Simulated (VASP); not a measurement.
# Y (Fd-3m) in VASP: notebook

Y is run at these levels: PBE; tasks: single point.

Everything below comes from runs of VASP 6.6.1. Logs are shortened: lines on timing, memory, paths and dates and some standing lists are left out, and cuts for length are marked.

## Step 1: The cell of the first run

The structure is cubic, space group Fd-3m (No. 227). The conventional cell has a = 5.711 Å, b = 5.711 Å, c = 5.711 Å, α = 90.00°, β = 90.00°, γ = 90.00°. Within 3.3 Å of Y (site symmetry -43m) lie 4 Y at 2.47 Å.

This isn't the form of Y at room conditions, which is hcp.

## Step 2: Single point, PBE

The input, INCAR:

```
SYSTEM = Y
PREC = Accurate
ENCUT = 500
EDIFF = 1E-6
ISMEAR = -1
SIGMA = 0.1
LREAL = .FALSE.
LASPH = .TRUE.
NELM = 120
ALGO = Normal
ISIF = 2
LWAVE = .FALSE.
LCHARG = .FALSE.
GGA = PE
NBANDS = 18
GGA_COMPAT = .FALSE.
```

The input, KPOINTS:

```
regular mesh
0
G
  6 6 6
  0 0 0
```

The input, POSCAR:

```
Y
1.0
    0.0000000000      2.8555233919      2.8555233919
    2.8555233919      0.0000000000      2.8555233919
    2.8555233919      2.8555233919      0.0000000000
Y
2
Direct
    1.0000000000      1.0000000000      1.0000000000
    0.2500000000      0.2500000000      0.2500000000
```

Potentials or basis: VASP PAW PBE potentials, release 64 (Y_sv).

Command:

```console
cat potpaw_PBE.64/Y_sv/POTCAR > POTCAR
mpirun -np 1 vasp_std > vasp.out
```

OUTCAR:

```text
SYSTEM = Y
   PREC = Accurate
   ENCUT = 500
   EDIFF = 1E-6
   ISMEAR = -1
   LREAL = .FALSE.
   LASPH = .TRUE.
   NELM = 120
   ISIF = 2
   GGA = PE

 ion  position               nearest neighbor table
   1  0.000  0.000  0.000-   2 2.47   2 2.47   2 2.47   2 2.47
   2  0.250  0.250  0.250-   1 2.47   1 2.47   1 2.47   1 2.47

  LATTYP: Found a face centered cubic cell.
 ALAT       =     5.7110467838

  Lattice vectors:

 A1 = (   0.0000000000,   2.8555233919,   2.8555233919)
 A2 = (   2.8555233919,   0.0000000000,   2.8555233919)
 A3 = (   2.8555233919,   2.8555233919,   0.0000000000)

Analysis of symmetry for initial positions (statically):
=====================================================================
 Subroutine PRICEL returns:
 Original cell was already a primitive cell.

 Routine SETGRP: Setting up the symmetry group for a
 face centered cubic supercell.

 Subroutine GETGRP returns: Found 48 space group operations
 (whereof 24 operations were pure point group operations)
 out of a pool of 48 trial point group operations.

The static configuration has the point symmetry T_d .
 The point group associated with its full space group is O_h .

Analysis of symmetry for dynamics (positions and initial velocities):
=====================================================================
 Subroutine PRICEL returns:
 Original cell was already a primitive cell.

 Routine SETGRP: Setting up the symmetry group for a
 face centered cubic supercell.

 Subroutine GETGRP returns: Found 48 space group operations
 (whereof 24 operations were pure point group operations)
 out of a pool of 48 trial point group operations.

The dynamic configuration has the point symmetry T_d .
 The point group associated with its full space group is O_h .

 Subroutine INISYM returns: Found 48 space group operations
 (whereof 24 operations are pure point group operations),
 and found     1 'primitive' translations

----------------------------------------------------------------------------------------

                                     Primitive cell

  volume of cell :      46.5680

  direct lattice vectors                    reciprocal lattice vectors
     0.000000000  2.855523392  2.855523392    -0.175099249  0.175099249  0.175099249
     2.855523392  0.000000000  2.855523392     0.175099249 -0.175099249  0.175099249
     2.855523392  2.855523392  0.000000000     0.175099249  0.175099249 -0.175099249

  length of vectors
     4.038319908  4.038319908  4.038319908     0.303280795  0.303280795  0.303280795

  position of ions in fractional coordinates (direct lattice)
     0.000000000  0.000000000  0.000000000
     0.250000000  0.250000000  0.250000000

  ion indices of the primitive-cell ions
   primitive index   ion index
                 1           1
                 2           2

----------------------------------------------------------------------------------------

 KPOINTS: regular mesh

Automatic generation of k-mesh.
 Grid dimensions read from file:
 generate k-points for:    6    6    6

 Generating k-lattice:

  Cartesian coordinates                     Fractional coordinates (reciprocal lattice)
    -0.029183208  0.029183208  0.029183208     0.166666667  0.000000000  0.000000000
     0.029183208 -0.029183208  0.029183208     0.000000000  0.166666667  0.000000000
     0.029183208  0.029183208 -0.029183208     0.000000000  0.000000000  0.166666667

  Length of vectors
     0.050546799  0.050546799  0.050546799

  Shift w.r.t. Gamma in fractional coordinates (k-lattice)
     0.000000000  0.000000000  0.000000000

 Subroutine IBZKPT returns following result:
 ===========================================

 Found     16 irreducible k-points:

 Following reciprocal coordinates:
            Coordinates               Weight
  0.000000  0.000000  0.000000      1.000000
  0.166667  0.000000  0.000000      8.000000
  0.333333  0.000000  0.000000      8.000000
  0.500000  0.000000  0.000000      4.000000
  0.166667  0.166667  0.000000      6.000000
  0.333333  0.166667  0.000000     24.000000
[... 8 lines left out ...]
 -0.333333  0.333333  0.166667     24.000000
 -0.333333  0.500000  0.166667     12.000000
   k-points           NKPTS =     16   k-points in BZ     NKDIM =     16   number of bands    NBANDS=     18
   number of dos      NEDOS =    301   number of ions     NIONS =      2
   total plane-waves  NPLWV =  27000
   dimension x,y,z NGX =    30 NGY =   30 NGZ =   30
   dimension x,y,z NGXF=    60 NGYF=   60 NGZF=   60
   ions per type =               2
   NGX,Y,Z   is equivalent  to a cutoff of  12.35, 12.35, 12.35 a.u.
   NGXF,Y,Z  is equivalent  to a cutoff of  24.70, 24.70, 24.70 a.u.
 SYSTEM =  Y
   PREC   = accura    normal or accurate (medium, high low for compatibility)
   ISTART =      0    job   : 0-new  1-cont  2-samecut
   ICHARG =      2    charge: 1-file 2-atom 10-const
   ISPIN  =      1    spin polarized calculation?
   LNONCOLLINEAR =      F non collinear calculations
   LSORBIT =      F    spin-orbit coupling
   LASPH  =      T    aspherical Exc in radial PAW
   ENCUT  =  500.0 eV  36.75 Ry    6.06 a.u.   7.36  7.36  7.36*2*pi/ulx,y,z
   NELM   =    120;   NELMIN=  2; NELMDL= -5     # of ELM steps
   EDIFF  = 0.1E-05   stopping-criterion for ELM
   LREAL  =      F    real-space projection
   EDIFFG = 0.1E-04   stopping-criterion for IOM
   NSW    =      0    number of steps for IOM
   IBRION =     -1    ionic relax: 0-MD 1-quasi-New 2-CG
   NFREE  =      0    steps in history (QN), initial steepest desc. (CG)
   ISIF   =      2    stress and relaxation
   ISYM   =      2    0-nonsym 1-usesym 2-fastsym
   POTIM  = 0.5000    time-step for ionic-motion
   TEBEG  =    0.0;   TEEND  =   0.0 temperature during run
   PSTRESS=    0.0 pullay stress
   NELECT =      22.0000    total number of electrons
   NUPDOWN=      -1.0000    fix difference up-down
   EMIN   =  10.00;   EMAX   =-10.00  energy-range for DOS
   EFERMI =   0.00;   METHOD = LEGACY
   ISMEAR =    -1;   SIGMA  =   0.10  broadening in eV -4-tet -1-fermi 0-gaus
   EFERMI_NEDOS =   21; number of points for ismear=-14 and -15
   IALGO  =     38    algorithm
   IMIX   =      4    mixing-type and parameters
     AMIX     =   0.40;   BMIX     =  1.00
     AMIX_MAG =   1.60;   BMIX_MAG =  1.00
  volume/ion in A,a.u.               =      23.28       157.13
  Fermi-wavevector in a.u.,A,eV,Ry     =   1.275029  2.409455 22.118971  1.625699
  Thomas-Fermi vector in A             =   2.407764
   LORBIT       =      0    0 simple, 1 ext, 2 COOP (PROOUT), +10 PAW based schemes
   GGA     = PE    functional components
   LHFCALC =     F    Hartree Fock is set to
   AEXX    =    0.0000 exact exchange contribution
   IVDW    =     0    specifies the selected vdW correction
   LEPSILON=     F    determine dielectric tensor
   LRPA    =     F    only Hartree local field effects (RPA)
 non-spin polarized calculation
  energy-cutoff  :      500.00
  volume of cell :       46.57
 maximum number of plane-waves:      1243
 NGX is ok and might be reduce to    30
   NGX = 15   NGY = 15   NGZ = 15

 number of electron      22.0000001 magnetization

 Free energy of the ion-electron system (eV)
  ---------------------------------------------------
  ext. energy  EPLUGINS =         0.00000000
  ---------------------------------------------------
  free energy    TOTEN  =        -7.54574568 eV

  energy without entropy =       -7.49190153  energy(sigma->0) =       -7.51882361

 E-fermi :   4.8763     XC(G=0): -10.6460

 val. band max:        4.6865836163   @ k =   0.5000   0.3333   0.0000
 cond. band min:       4.8954950542   @ k =  -0.3333   0.1667   0.0000
 fundamental gap:      0.2089114379
 Fermi energy:         4.8762753082

 k-point     1 :       0.0000    0.0000    0.0000
  band No.  band energies     occupation
      1     -38.8806      2.00000
      2     -36.8506      2.00000
      3     -19.3336      2.00000
      4     -19.3336      2.00000
      5     -19.3336      2.00000
      6     -16.9910      2.00000
[... 10 lines left out ...]
     17       8.7033      0.00000
     18      13.7313      0.00000

 k-point     2 :       0.1667    0.0000    0.0000
  band No.  band energies     occupation
      1     -38.7900      2.00000
      2     -36.9632      2.00000
      3     -19.4250      2.00000
      4     -19.4250      2.00000
      5     -19.3508      2.00000
      6     -16.9349      2.00000
[... 10 lines left out ...]
     17       8.4996      0.00000
     18      13.4873      0.00000

 k-point     3 :       0.3333    0.0000    0.0000
  band No.  band energies     occupation
      1     -38.5660      2.00000
      2     -37.2308      2.00000
      3     -19.5860      2.00000
      4     -19.5860      2.00000
      5     -19.4045      2.00000
      6     -16.7892      2.00000
[... 10 lines left out ...]
     17       9.3322      0.00000
     18      12.8418      0.00000

 k-point     4 :       0.5000    0.0000    0.0000
  band No.  band energies     occupation
      1     -38.4120      2.00000
      2     -37.4062      2.00000
      3     -19.6583      2.00000
      4     -19.6583      2.00000
      5     -19.4394      2.00000
      6     -16.7012      2.00000
[... 10 lines left out ...]
     17      10.4732      0.00000
     18      11.4760      0.00000

 k-point     5 :       0.1667    0.1667    0.0000
  band No.  band energies     occupation
      1     -38.7574      2.00000
      2     -37.0030      2.00000
      3     -19.5346      2.00000
      4     -19.5346      2.00000
      5     -19.1549      2.00000
      6     -17.1598      2.00000
[... 10 lines left out ...]
     17       8.4808      0.00000
     18      12.3963      0.00000

 k-point     6 :       0.3333    0.1667    0.0000
  band No.  band energies     occupation
      1     -38.5663      2.00000
      2     -37.2303      2.00000
      3     -19.7389      2.00000
      4     -19.6935      2.00000
      5     -19.0268      2.00000
      6     -17.2277      2.00000
[... 10 lines left out ...]
     17       9.1096      0.00000
     18      11.4136      0.00000

 k-point     7 :       0.5000    0.1667    0.0000
  band No.  band energies     occupation
      1     -38.3482      2.00000
      2     -37.4770      2.00000
      3     -19.9208      2.00000
      4     -19.7496      2.00000
      5     -18.9867      2.00000
      6     -17.1728      2.00000
[... 10 lines left out ...]
     17       9.8032      0.00000
     18      11.7872      0.00000

 k-point     8 :      -0.3333    0.1667    0.0000
  band No.  band energies     occupation
      1     -38.4127      2.00000
      2     -37.4054      2.00000
      3     -19.9221      2.00000
      4     -19.6598      2.00000
      5     -19.0496      2.00000
      6     -17.1022      2.00000
[... 10 lines left out ...]
     17       9.7072      0.00000
     18      10.4734      0.00000

 k-point     9 :      -0.1667    0.1667    0.0000
  band No.  band energies     occupation
      1     -38.6494      2.00000
      2     -37.1328      2.00000
      3     -19.7125      2.00000
      4     -19.4962      2.00000
      5     -19.2013      2.00000
      6     -17.0305      2.00000
[... 10 lines left out ...]
     17       8.1935      0.00000
     18      11.9399      0.00000

 k-point    10 :       0.3333    0.3333    0.0000
  band No.  band energies     occupation
      1     -38.4134      2.00000
      2     -37.4046      2.00000
      3     -19.8552      2.00000
      4     -19.8552      2.00000
      5     -18.6988      2.00000
      6     -17.5847      2.00000
[... 10 lines left out ...]
     17       9.3839      0.00000
     18       9.7703      0.00000

 k-point    11 :       0.5000    0.3333    0.0000
  band No.  band energies     occupation
      1     -38.1712      2.00000
      2     -37.6680      2.00000
      3     -20.0127      2.00000
      4     -19.9149      2.00000
      5     -18.4664      2.00000
      6     -17.7448      2.00000
[... 10 lines left out ...]
     17       9.6087      0.00000
     18      11.2366      0.00000

 k-point    12 :      -0.3333    0.3333    0.0000
  band No.  band energies     occupation
      1     -38.1709      2.00000
      2     -37.6684      2.00000
      3     -20.0899      2.00000
      4     -19.8252      2.00000
      5     -18.6034      2.00000
      6     -17.5297      2.00000
[... 10 lines left out ...]
     17       9.1394      0.00000
     18      10.1822      0.00000

 k-point    13 :       0.5000    0.5000    0.0000
  band No.  band energies     occupation
      1     -37.9232      2.00000
      2     -37.9232      2.00000
      3     -19.9905      2.00000
      4     -19.9905      2.00000
      5     -18.1313      2.00000
      6     -18.1313      2.00000
[... 10 lines left out ...]
     17      11.4516      0.00000
     18      11.4516      0.00000

 k-point    14 :       0.5000    0.3333    0.1667
  band No.  band energies     occupation
      1     -38.3488      2.00000
      2     -37.4763      2.00000
      3     -19.9690      2.00000
      4     -19.7988      2.00000
      5     -18.7457      2.00000
      6     -17.4393      2.00000
[... 10 lines left out ...]
     17       9.1528      0.00000
     18       9.9859      0.00000

 k-point    15 :      -0.3333    0.3333    0.1667
  band No.  band energies     occupation
      1     -38.1709      2.00000
      2     -37.6684      2.00000
      3     -20.0568      2.00000
      4     -19.8730      2.00000
      5     -18.5679      2.00000
      6     -17.5630      2.00000
[... 10 lines left out ...]
     17       9.4173      0.00000
     18      10.9130      0.00000

 k-point    16 :      -0.3333    0.5000    0.1667
  band No.  band energies     occupation
      1     -37.9231      2.00000
      2     -37.9231      2.00000
      3     -20.0143      2.00000
      4     -20.0143      2.00000
      5     -18.0803      2.00000
      6     -18.0803      2.00000
[... 10 lines left out ...]
     17      11.2342      0.00000
     18      11.2342      0.00000

------------------------ aborting loop because EDIFF is reached ----------------------------------------

  FORCE on cell =-STRESS in cart. coord.  units (eV):
  Direction    XX          YY          ZZ          XY          YZ          ZX
  --------------------------------------------------------------------------------------
  -------------------------------------------------------------------------------------
  Total        5.8522808      5.8522808      5.8522808      0.0000000      0.0000000      0.0000000
  in kB      201.3485822    201.3485822    201.3485822      0.0000000      0.0000000      0.0000000
  external PRESSURE =     201.3485822 kB  Pullay stress =       0.0000000 kB

 VOLUME and BASIS-vectors are now :
 -----------------------------------------------------------------------------
  energy-cutoff  :      500.00
  volume of cell :       46.57
      direct lattice vectors                 reciprocal lattice vectors
     0.000000000  2.855523392  2.855523392    -0.175099249  0.175099249  0.175099249
     2.855523392  0.000000000  2.855523392     0.175099249 -0.175099249  0.175099249
     2.855523392  2.855523392  0.000000000     0.175099249  0.175099249 -0.175099249

 POSITION                                       TOTAL-FORCE (eV/Angst)
 -----------------------------------------------------------------------------------
      0.00000      0.00000      0.00000         0.000000      0.000000     -0.000000
      1.42776      1.42776      1.42776        -0.000000     -0.000000      0.000000
 -----------------------------------------------------------------------------------
    total drift:                                0.000000     -0.000000      0.000000

  FREE ENERGIE OF THE ION-ELECTRON SYSTEM (eV)
  ---------------------------------------------------
  free  energy   TOTEN  =        -7.5457456844 eV

  energy  without entropy=       -7.4919015257  energy(sigma->0) =       -7.51882361
```

Wall time 14 s (1 thread of Intel Xeon Platinum 8488C (Sapphire Rapids), shared host); peak memory 0.17 GiB.

Results:

```
Free energy            : -7.5457 eV
Pressure               : 20.1 GPa
Band gap on the k mesh : zero (bands 11 and 12 overlap by 1.41 eV)
```

Levels at points of the mesh, in eV from the Fermi level:
```csv
k point,band 9,band 10,band 11,band 12,band 13,band 14
"(0.00, 0.00, 0.00)",-4.32,-1.28,-1.28,0.86,0.86,0.86
"(0.50, 0.00, 0.00)",-1.87,-1.10,-1.10,-0.97,0.23,0.23
"(0.50, 0.50, 0.00)",-2.79,-2.79,0.27,0.27,2.35,2.35
```

Caveat: the cell stands under pressure.

(Continued in part 2 of 2.)
